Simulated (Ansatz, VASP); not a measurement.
## Two plane-wave programs on SrNi3

Contents of INCAR:

```
SYSTEM = SrNi3
PREC = Accurate
ENCUT = 520
EDIFF = 1E-6
ISMEAR = 0
SIGMA = 0.05
LREAL = .FALSE.
LASPH = .TRUE.
NELM = 150
ALGO = Fast
ISIF = 2
LWAVE = .FALSE.
LCHARG = .FALSE.
ISPIN = 2
MAGMOM = 0 0.45 0.45 0.45
LORBIT = 11
LMAXMIX = 4
GGA = PE
NBANDS = 32
```

Contents of KPOINTS:

```
Automatic mesh
0
G
  8 8 8
  0 0 0
```

Contents of POSCAR:

```
SrNi3
1.0
    4.1235941252      0.0000000000      0.0000000000
    0.0000000000      4.1235941252      0.0000000000
    0.0000000000      0.0000000000      4.1235941252
Sr Ni
1 3
Direct
    0.0000000000      0.0000000000      0.0000000000
    0.0000000000      0.5000000000      0.5000000000
    0.5000000000      0.5000000000      0.0000000000
    0.5000000000      0.0000000000      0.5000000000
```

Input for Ansatz:

```yaml
crystal:
  lattice:
    - [4.1235941252, 0.0, 0.0]
    - [0.0, 4.1235941252, 0.0]
    - [0.0, 0.0, 4.1235941252]
  atoms:
    - { symbol: Sr, position: [0.0, 0.0, 0.0] }
    - { symbol: Ni, position: [0.0, 0.5, 0.5], spin: 0.45 }
    - { symbol: Ni, position: [0.5, 0.5, 0.0], spin: 0.45 }
    - { symbol: Ni, position: [0.5, 0.0, 0.5], spin: 0.45 }
basis:
  ecutwfc: 420
  ecutrho_ratio: 4
kpoints:
  mp_grid: { grid: [8, 8, 8] }
hamiltonian:
  xc: pbe
scf:
  occupations: { method: gaussian, width: 0.05 }
output:
  forces: true
  stress: true
  eigenvalues: true
  populations: true
magnetization:
  spin_polarized: true
```

Alike in both runs: task single point; functional PBE; k mesh 8 × 8 × 8; occupations gaussian, width 0.05 eV; collinear spin.

|  | VASP | Ansatz |
| --- | --- | --- |
| version | VASP 6.6.1 | Ansatz 0.2.0 |
| potentials or method | VASP PAW PBE potentials, release 64 (Sr_sv, Ni), cutoff 520 eV | scalar-relativistic, plane waves, PAW |
| valence electrons in the cell | 40 | 64 |

```tsv
	VASP	Ansatz	Ansatz less VASP
gap on the k mesh at the Fermi level (eV)	none	none	-
pressure (GPa)	-5.5	-5.9	-0.38
net moment per atom (μB)	0.27	0.27	0.000
size of the moment on the site where the two differ most (μB)	0.40	0.41	+0.005
```

Site moments also hang on the region over which each program counts them. A gap of «none» marks a metal or a gap that the smearing closes. The functional is the same, so the differences come from potentials, cutoffs and numerics. VASP's potentials hold 40 valence electrons a cell and Ansatz's 64, so a difference there can come from the potentials and not from the codes.
